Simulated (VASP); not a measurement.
# Sr3Zn2H (P-6m2) in VASP: notebook

Sr3Zn2H is run at these levels: PBE; tasks: single point, relaxation of cell and atoms.

Program: VASP 6.6.1. These are calculated values, not measurements. Logs are shortened: lines on timing, memory, paths and dates and some standing lists are left out, and cuts for length are marked.

### Step 1. The cell of the first run

It takes space group P-6m2 (No. 187, hexagonal). The conventional cell has a = 6.201 Å, b = 6.201 Å, c = 4.251 Å, α = 90.00°, β = 90.00°, γ = 120.00°. Sr (site symmetry mm2) has 1 H at 1.61 Å within 2.1 Å. Within 2.5 Å of Zn (site symmetry 3m) lie 2 Zn at 1.83 to 2.42 Å and 3 Sr at 2.31 Å. H (site symmetry -6m2) has 3 Sr at 1.61 Å within 2.1 Å.

The cell was generated, and may not be a known phase.

### Step 2. Single point, PBE

Contents of INCAR:

```
SYSTEM = Sr3Zn2H
PREC = Accurate ; ENCUT = 520
EDIFF = 1E-6 ; ISMEAR = 0
SIGMA = 0.1 ; LREAL = .False.
LASPH = .True. ; NELM = 100
ALGO = Normal ; ISIF = 2
LWAVE = .False. ; LCHARG = .False.
GGA = PE ; NBANDS = 36
```

Contents of KPOINTS:

```
regular mesh
0
Gamma
  3 3 4
  0 0 0
```

Contents of POSCAR:

```
Sr3Zn2H
1.0
    6.2014453600      0.0000000000      0.0000000000
   -3.1007226800      5.3706092200      0.0000000000
    0.0000000000      0.0000000000      4.2510553200
Sr Zn H
3 2 1
Direct
    0.1498489700      0.8501510300      0.0000000000
    0.1498489700      0.2996979300      0.0000000000
    0.7003020700      0.8501510300      0.0000000000
    0.3333333300      0.6666666700      0.7148435200
    0.3333333300      0.6666666700      0.2851564800
    0.0000000000      0.0000000000      0.0000000000
```

Potentials or basis: VASP PAW PBE potentials, release 64 (Sr_sv, Zn, H).

Command:

```console
cat potpaw_PBE.64/Sr_sv/POTCAR potpaw_PBE.64/Zn/POTCAR potpaw_PBE.64/H/POTCAR > POTCAR
mpirun -np 1 vasp_std > vasp.out
```

OUTCAR:

```text
SYSTEM = Sr3Zn2H
   PREC = Accurate
   ENCUT = 520
   EDIFF = 1E-6
   ISMEAR = 0
   LREAL = .False.
   LASPH = .True.
   NELM = 100
   ISIF = 2
   GGA = PE

 ion  position               nearest neighbor table
   1  0.150  0.850  0.000-   6 1.61   5 2.31   4 2.31   2 2.79   3 2.79   2 3.41   3 3.41   5 3.62
                             4 3.62   2 5.08   2 5.08   3 5.08   3 5.08
   2  0.150  0.300  0.000-   6 1.61   5 2.31   4 2.31   3 2.79   1 2.79   1 3.41   3 3.41   4 3.62
                             5 3.62   3 5.08   1 5.08   3 5.08   1 5.08
   3  0.700  0.850  0.000-   6 1.61   5 2.31   4 2.31   2 2.79   1 2.79   2 3.41   1 3.41   4 3.62
                             5 3.62   2 5.08   2 5.08   1 5.08   1 5.08
   4  0.333  0.667  0.715-   5 1.83   1 2.31   2 2.31   3 2.31   5 2.42   1 3.62   2 3.62   3 3.62

   5  0.333  0.667  0.285-   4 1.83   1 2.31   2 2.31   3 2.31   4 2.42   1 3.62   2 3.62   3 3.62

   6  0.000  0.000  0.000-   2 1.61   3 1.61   1 1.61

  LATTYP: Found a hexagonal cell.
 ALAT       =     6.2014453600
 C/A-ratio  =     0.6854942797

  Lattice vectors:

 A1 = (   6.2014453600,   0.0000000000,   0.0000000000)
 A2 = (  -3.1007226800,   5.3706092200,   0.0000000000)
 A3 = (   0.0000000000,   0.0000000000,   4.2510553200)

Analysis of symmetry for initial positions (statically):
=====================================================================
 Subroutine PRICEL returns:
 Original cell was already a primitive cell.

 Routine SETGRP: Setting up the symmetry group for a
 hexagonal supercell.

 Subroutine GETGRP returns: Found 12 space group operations
 (whereof 12 operations were pure point group operations)
 out of a pool of 24 trial point group operations.

The static configuration has the point symmetry D_3h.

Analysis of symmetry for dynamics (positions and initial velocities):
=====================================================================
 Subroutine PRICEL returns:
 Original cell was already a primitive cell.

 Routine SETGRP: Setting up the symmetry group for a
 hexagonal supercell.

 Subroutine GETGRP returns: Found 12 space group operations
 (whereof 12 operations were pure point group operations)
 out of a pool of 24 trial point group operations.

The dynamic configuration has the point symmetry D_3h.

 Subroutine INISYM returns: Found 12 space group operations
 (whereof 12 operations are pure point group operations),
 and found     1 'primitive' translations

----------------------------------------------------------------------------------------

                                     Primitive cell

  volume of cell :     141.5837

  direct lattice vectors                    reciprocal lattice vectors
     6.201445360  0.000000000  0.000000000     0.161252731  0.093099308  0.000000000
    -3.100722680  5.370609220  0.000000000     0.000000000  0.186198615  0.000000000
     0.000000000  0.000000000  4.251055320     0.000000000  0.000000000  0.235235706

  length of vectors
     6.201445360  6.201445358  4.251055320     0.186198615  0.186198615  0.235235706

  position of ions in fractional coordinates (direct lattice)
     0.149848970  0.850151030  0.000000000
     0.149848970  0.299697930  0.000000000
     0.700302070  0.850151030  0.000000000
     0.333333330  0.666666670  0.714843520
     0.333333330  0.666666670  0.285156480
     0.000000000  0.000000000  0.000000000

  ion indices of the primitive-cell ions
   primitive index   ion index
                 1           1
                 2           2
                 3           3
                 4           4
                 5           5
                 6           6

----------------------------------------------------------------------------------------

 KPOINTS: regular mesh

Automatic generation of k-mesh.
 Grid dimensions read from file:
 generate k-points for:    3    3    4

 Generating k-lattice:

  Cartesian coordinates                     Fractional coordinates (reciprocal lattice)
     0.053750910  0.031033103  0.000000000     0.333333333  0.000000000  0.000000000
[... 45 lines left out ...]
   NGX = 23   NGY = 23   NGZ = 15

 number of electron      55.0000003 magnetization

 Free energy of the ion-electron system (eV)
  ---------------------------------------------------
  ext. energy  EPLUGINS =         0.00000000
  ---------------------------------------------------
  free energy    TOTEN  =         8.81701602 eV

  energy without entropy =        8.86655700  energy(sigma->0) =        8.84178651

 E-fermi :   2.3831     XC(G=0):  -8.8079

 val. band max:        2.3658346721   @ k =   0.0000   0.0000   0.2500
 cond. band min:       2.3931455901   @ k =   0.3333   0.0000   0.0000
 fundamental gap:      0.0273109180
 Fermi energy:         2.3831442901

 k-point     1 :       0.0000    0.0000    0.0000
  band No.  band energies     occupation
      1     -33.5567      2.00000
      2     -32.9300      2.00000
      3     -32.9300      2.00000
      4     -18.5654      2.00000
      5     -16.2040      2.00000
      6     -16.2040      2.00000
[... 28 lines left out ...]
     35       5.4556      0.00000
     36       6.0919      0.00000

 k-point     2 :       0.3333    0.0000    0.0000
  band No.  band energies     occupation
      1     -33.5135      2.00000
      2     -32.9817      2.00000
      3     -32.9304      2.00000
      4     -18.2755      2.00000
      5     -16.2538      2.00000
      6     -15.9897      2.00000
[... 28 lines left out ...]
     35       5.5785      0.00000
     36       5.7944      0.00000

 k-point     3 :       0.3333    0.3333    0.0000
  band No.  band energies     occupation
      1     -33.4885      2.00000
      2     -33.0107      2.00000
      3     -32.9308      2.00000
      4     -18.0860      2.00000
      5     -16.3458      2.00000
      6     -15.9228      2.00000
[... 28 lines left out ...]
     35       5.2839      0.00000
     36       6.5436      0.00000
[... 157 lines left out ...]
 k-point     8 :       0.3333    0.0000    0.5000
  band No.  band energies     occupation
      1     -33.5071      2.00000
      2     -32.9756      2.00000
      3     -32.9252      2.00000
      4     -18.2508      2.00000
      5     -16.2249      2.00000
      6     -15.9760      2.00000
[... 28 lines left out ...]
     35       6.4375      0.00000
     36       7.0634      0.00000

 k-point     9 :       0.3333    0.3333    0.5000
  band No.  band energies     occupation
      1     -33.4825      2.00000
      2     -33.0040      2.00000
      3     -32.9257      2.00000
      4     -18.0726      2.00000
      5     -16.2988      2.00000
      6     -15.9066      2.00000
[... 28 lines left out ...]
     35       6.5270      0.00000
     36       6.9172      0.00000

------------------------ aborting loop because EDIFF is reached ----------------------------------------

  FORCE on cell =-STRESS in cart. coord.  units (eV):
  Direction    XX          YY          ZZ          XY          YZ          ZX
  --------------------------------------------------------------------------------------
  -------------------------------------------------------------------------------------
  Total       48.3889421     48.3889421     35.3690542      0.0000000      0.0000000      0.0000000
  in kB      547.5748323    547.5748319    400.2402833      0.0000000      0.0000000      0.0000000
  external PRESSURE =     498.4633158 kB  Pullay stress =       0.0000000 kB

 VOLUME and BASIS-vectors are now :
 -----------------------------------------------------------------------------
  energy-cutoff  :      520.00
  volume of cell :      141.58
      direct lattice vectors                 reciprocal lattice vectors
     6.201445360  0.000000000  0.000000000     0.161252731  0.093099308  0.000000000
    -3.100722680  5.370609220  0.000000000     0.000000000  0.186198615  0.000000000
     0.000000000  0.000000000  4.251055320     0.000000000  0.000000000  0.235235706

 POSITION                                       TOTAL-FORCE (eV/Angst)
 -----------------------------------------------------------------------------------
     -1.70680      4.56583      0.00000        -1.290074      0.744825      0.000000
      0.00000      1.60956      0.00000         0.000000     -1.489649      0.000000
      1.70680      4.56583      0.00000         1.290074      0.744825      0.000000
     -0.00000      3.58041      3.03884         0.000000      0.000000      2.891547
     -0.00000      3.58041      1.21222         0.000000      0.000000     -2.891547
      0.00000      0.00000      0.00000         0.000000      0.000000      0.000000
 -----------------------------------------------------------------------------------
    total drift:                               -0.000032      0.000018     -0.000000

  FREE ENERGIE OF THE ION-ELECTRON SYSTEM (eV)
  ---------------------------------------------------
  free  energy   TOTEN  =         8.8170160195 eV

  energy  without entropy=        8.8665570009  energy(sigma->0) =        8.84178651
```

Run time: 55 s. Hardware: 1 thread of Oxide Virtual Turin-like, shared host; peak memory 0.24 GiB.

What came out:

* Free energy: 8.8170 eV
* Pressure: 49.8 GPa
* Largest force: 2.892 eV/Å
* Band gap on the k mesh: zero (an odd number of electrons rules out a gap without spin polarisation)

Forces in eV/Å, atoms in the order of the input:
```
Sr  -1.290  0.745  0.000
Sr   0.000 -1.490  0.000
Sr   1.290  0.745  0.000
Zn   0.000  0.000  2.892
Zn   0.000  0.000 -2.892
H    0.000  0.000  0.000
```

Caveat: the k points lie up to 0.39 Å⁻¹ apart, too coarse for converged energies and pressures of a metal; forces of over 1 eV/Å act on the atoms, so gaps and moduli don't describe the material at rest.

### Step 3. Single point, PBE

This run uses another cell than the first one, of 55.21 Å³/atom.

Contents of INCAR:

```
SYSTEM = Sr3Zn2H
PREC = Accurate
ENCUT = 520
EDIFF = 1E-6
ISMEAR = 0
SIGMA = 0.1
LREAL = .False.
LASPH = .True.
NELM = 60
ALGO = Normal
ISIF = 2
LWAVE = .False.
LCHARG = .False.
GGA = PE
NBANDS = 36
```

Contents of KPOINTS:

```
Automatic mesh
0
Gamma
  3 3 4
  0 0 0
```

Contents of POSCAR:

```
Sr3Zn2H
1.0
    9.1004303776      0.0000000000      0.0000000000
   -4.5502151888      7.8812038924      0.0000000000
    0.0000000000      0.0000000000      4.6190044558
Sr Zn H
3 2 1
Direct
    0.1477210010      0.8522789990      0.0000000000
    0.1477210010      0.2954420021      0.0000000000
    0.7045579979      0.8522789990      0.0000000000
    0.3333333333      0.6666666667      0.7449419710
    0.3333333333      0.6666666667      0.2550580290
    0.0000000000      0.0000000000      0.0000000000
```

Potentials or basis: VASP PAW PBE potentials, release 64 (Sr_sv, Zn, H).

Command:

```console
cat potpaw_PBE.64/Sr_sv/POTCAR potpaw_PBE.64/Zn/POTCAR potpaw_PBE.64/H/POTCAR > POTCAR
mpirun -np 1 vasp_std > vasp.out
```

Wall time 2.8 min (1 thread of Oxide Virtual Turin-like, shared host); peak memory 0.43 GiB.

It converged, with:

| Item | Value |
| --- | --- |
| Free energy | -8.8317 eV |
| Pressure | 0.1 GPa |
| Largest force | 0.013 eV/Å |
| Band gap on the k mesh | zero (an odd number of electrons rules out a gap without spin polarisation) |

Forces on the atoms (eV/Å):
```
Sr   0.002 -0.001  0.000
Sr   0.000  0.002  0.000
Sr  -0.002 -0.001  0.000
Zn   0.000  0.000  0.013
Zn   0.000  0.000 -0.013
H    0.000  0.000  0.000
```

Stress tensor (GPa, compression positive):
```
0.16 0.00 0.00
0.00 0.16 0.00
0.00 0.00 0.08
```

Levels at points of the mesh, in eV from the Fermi level:
| k point | band 25 | band 26 | band 27 | band 28 | band 29 | band 30 |
| --- | --- | --- | --- | --- | --- | --- |
| (0.00, 0.00, 0.00) | -1.57 | -1.57 | -1.12 | -0.01 | 0.25 | 0.25 |
| (0.00, 0.00, 0.50) | -3.59 | -0.22 | 0.05 | 0.05 | 0.14 | 0.14 |

### Step 4. Relaxation of cell and atoms, PBE

Contents of INCAR:

```
PREC = Accurate ; ENCUT = 600
EDIFF = 1E-7 ; ISMEAR = 0
SIGMA = 0.1 ; LREAL = False
LASPH = True ; NELM = 100
ALGO = Normal ; ISIF = 3
LWAVE = False ; LCHARG = False
GGA = PE ; IBRION = 2
NSW = 90 ; EDIFFG = -0.04
```

Contents of KPOINTS:

```
Automatic mesh
0
Gamma
  3 3 4
```

Contents of POSCAR:

```
Sr3Zn2H
1.0
    6.2014453600      0.0000000000      0.0000000000
   -3.1007226800      5.3706092200      0.0000000000
    0.0000000000      0.0000000000      4.2510553200
Sr Zn H
3 2 1
Direct
    0.1498489700      0.8501510300      0.0000000000
    0.1498489700      0.2996979300      0.0000000000
    0.7003020700      0.8501510300      0.0000000000
    0.3333333300      0.6666666700      0.7148435200
    0.3333333300      0.6666666700      0.2851564800
    0.0000000000      0.0000000000      0.0000000000
```

Command:

```console
cat potpaw_PBE.64/Sr_sv/POTCAR potpaw_PBE.64/Zn/POTCAR potpaw_PBE.64/H/POTCAR > POTCAR
mpirun -np 1 vasp_std > vasp.out
```

Run time: 12 min. Hardware: 1 thread of Oxide Virtual Turin-like, shared host; peak memory 0.29 GiB.

It converged, with:

```
Free energy                           : -8.7256 eV
Relaxed volume                        : 55.30 Å³/atom
Relaxed cell                          : a = 9.096 Å, b = 9.096 Å, c = 4.631 Å, α = 90.00°, β = 90.00°, γ = 120.00°
Space group after relaxing (to 0.1 Å) : P-6m2 (No. 187)
Energy gained by relaxing             : 2923.5 meV/atom
Ionic steps                           : 19
Pressure after relaxing               : 0.0 GPa
Largest force after relaxing          : 0.032 eV/Å
Band gap on the k mesh                : zero (an odd number of electrons rules out a gap without spin polarisation)
```

Forces in eV/Å, atoms in the order of the input:
```
Sr  -0.019  0.011  0.000
Sr   0.000 -0.022  0.000
Sr   0.019  0.011  0.000
Zn   0.000  0.000 -0.032
Zn   0.000  0.000  0.032
H    0.000  0.000  0.000
```

The path:
```csv
step,energy change (eV),largest force (eV/Å),pressure (GPa),volume (Å³)
1,0.0000,2.8863,49.83,141.58
2,-16.6299,1.2728,0.47,350.77
3,-16.6439,1.2326,0.28,357.88
4,-17.0426,0.6272,-0.20,360.84
5,-17.2407,0.1212,-0.65,363.19
6,-17.1446,1.4128,-0.70,364.86
7,-17.2895,0.2383,-0.90,363.98
8,-17.3055,0.4479,-0.94,364.68
9,-17.3103,0.3454,-0.97,364.35
10,-17.4221,0.6539,-0.13,338.98
11,-17.4288,0.5427,-0.32,343.31
12,-17.4836,0.4238,0.00,332.77
13,-17.4840,0.4570,0.04,331.81
14,-17.5272,0.1914,0.18,326.46
15,-17.5321,0.0710,0.26,323.97
16,-17.5399,0.0674,0.04,329.79
17,-17.5404,0.0858,-0.03,331.79
18,-17.5410,0.0679,-0.02,331.84
19,-17.5411,0.0321,-0.03,331.83
```

Final structure:
```
Sr Zn H
1.0
     9.09601    0.00000    0.00000
    -4.54801    7.87738    0.00000
     0.00000    0.00000    4.63107
Sr Zn H
3 2 1
Direct
  0.14829 0.85171 0.00000
  0.14829 0.29658 0.00000
  0.70342 0.85171 0.00000
  0.33333 0.66667 0.74497
  0.33333 0.66667 0.25503
  0.00000 0.00000 0.00000
```

Levels at points of the mesh, in eV from the Fermi level:
```
           k point  band 23  band 24  band 25  band 26  band 27  band 28  band 29  band 30  band 31  band 32
(0.00, 0.00, 0.00)    -6.08    -4.08    -1.56    -1.56    -1.11    -0.02     0.26     0.26     0.88     1.25
(0.00, 0.00, 0.50)    -5.05    -4.42    -3.58    -0.21     0.04     0.04     0.14     0.14     0.39     1.06
```

Caveat: the k points lie up to 0.34 Å⁻¹ apart in the final cell, too coarse for converged energies and pressures of a metal; the volume moved by over 15 % at a fixed basis, so the end points are rough.

### Step 5. Single point, PBE

This run uses another cell than the first one, of 56.38 Å³/atom.

Contents of INCAR:

```
SYSTEM = Sr3Zn2H
  PREC = Accurate
  ENCUT = 520
  EDIFF = 1E-6
  ISMEAR = 0
  SIGMA = 0.1
  LREAL = .FALSE.
  LASPH = .TRUE.
  NELM = 80
  ALGO = Normal
  ISIF = 2
  LWAVE = .FALSE.
  LCHARG = .FALSE.
  GGA = PE
  NBANDS = 36
```

Contents of KPOINTS:

```
regular mesh
0
G
  6 6 8
  0 0 0
```

Contents of POSCAR:

```
Sr3Zn2H
1.0
    9.1518976685      0.0000000000      0.0000000000
   -4.5759488343      7.9257758738      0.0000000000
    0.0000000000      0.0000000000      4.6634060185
Sr Zn H
3 2 1
Direct
    0.1487749116      0.8512250884      0.0000000000
    0.1487749116      0.2975498232      0.0000000000
    0.7024501768      0.8512250884      0.0000000000
    0.3333333333      0.6666666667      0.7452471328
    0.3333333333      0.6666666667      0.2547528672
    0.0000000000      0.0000000000      0.0000000000
```

Command:

```console
cat potpaw_PBE.64/Sr_sv/POTCAR potpaw_PBE.64/Zn/POTCAR potpaw_PBE.64/H/POTCAR > POTCAR
mpirun -np 1 vasp_std > vasp.out
```

It took 8.6 min on 1 thread of Oxide Virtual Turin-like, shared host; peak memory 0.65 GiB.

Results (log left out):

```
Free energy            : -8.9660 eV
Pressure               : 0.0 GPa
Band gap on the k mesh : zero (an odd number of electrons rules out a gap without spin polarisation)
```

Levels at points of the mesh, in eV from the Fermi level:
| k point | band 24 | band 25 | band 26 | band 27 | band 28 | band 29 | band 30 | band 31 | band 32 | band 33 |
| --- | --- | --- | --- | --- | --- | --- | --- | --- | --- | --- |
| (0.00, 0.00, 0.00) | -4.01 | -1.41 | -1.41 | -0.99 | 0.12 | 0.36 | 0.36 | 0.96 | 1.34 | 1.34 |
| (0.50, 0.00, 0.00) | -4.27 | -1.43 | -1.36 | -0.54 | 0.06 | 0.19 | 0.50 | 1.03 | 1.11 | 1.34 |
| (0.00, 0.00, 0.50) | -4.23 | -3.49 | -0.14 | 0.16 | 0.16 | 0.29 | 0.29 | 0.49 | 1.16 | 1.16 |
| (0.50, 0.00, 0.50) | -4.23 | -3.93 | -0.10 | 0.13 | 0.30 | 0.34 | 0.38 | 0.93 | 1.15 | 1.22 |

### Step 6. Overview

| task | cell | k mesh | cutoff (eV) | gap on the mesh (eV) | pressure (GPa) | largest force (eV/Å) |
| --- | --- | --- | --- | --- | --- | --- |
| single point | a = 6.201, b = 6.201, c = 4.251 Å, angles 90.0, 90.0, 120.0°, 6 atoms, atomic positions A | 3 × 3 × 4 | 520 | none | 49.8 | 2.89 |
| single point | a = 9.100, b = 9.100, c = 4.619 Å, angles 90.0, 90.0, 120.0°, 6 atoms, atomic positions B | 3 × 3 × 4 | 520 | none | 0.1 | 0.01 |
| relaxation of cell and atoms | relaxed from a = 6.201, b = 6.201, c = 4.251 Å, angles 90.0, 90.0, 120.0°, 6 atoms, atomic positions A | 3 × 3 × 4 | 600 | none | 0.0 | 0.03 |
| single point | a = 9.152, b = 9.152, c = 4.663 Å, angles 90.0, 90.0, 120.0°, 6 atoms, atomic positions C | 6 × 6 × 8 | 520 | none | 0.0 | - |

Alike in all rows: level PBE; potentials or basis VASP PAW PBE potentials, release 64 (Sr_sv, Zn, H); no spin polarisation; smearing gaussian 0.1 eV.

Caveats: some runs use coarse meshes; forces of over 1 eV/Å act on the atoms, so gaps and moduli don't describe the material at rest (at least some runs); the volume moved by over 15 % at a fixed basis, so the end points are rough (at least some runs).

Total energies depend on the potentials used, so only differences within one code and one set of settings carry meaning.

The gap in the log of VASP goes by the Fermi energy; the results here count the filled bands.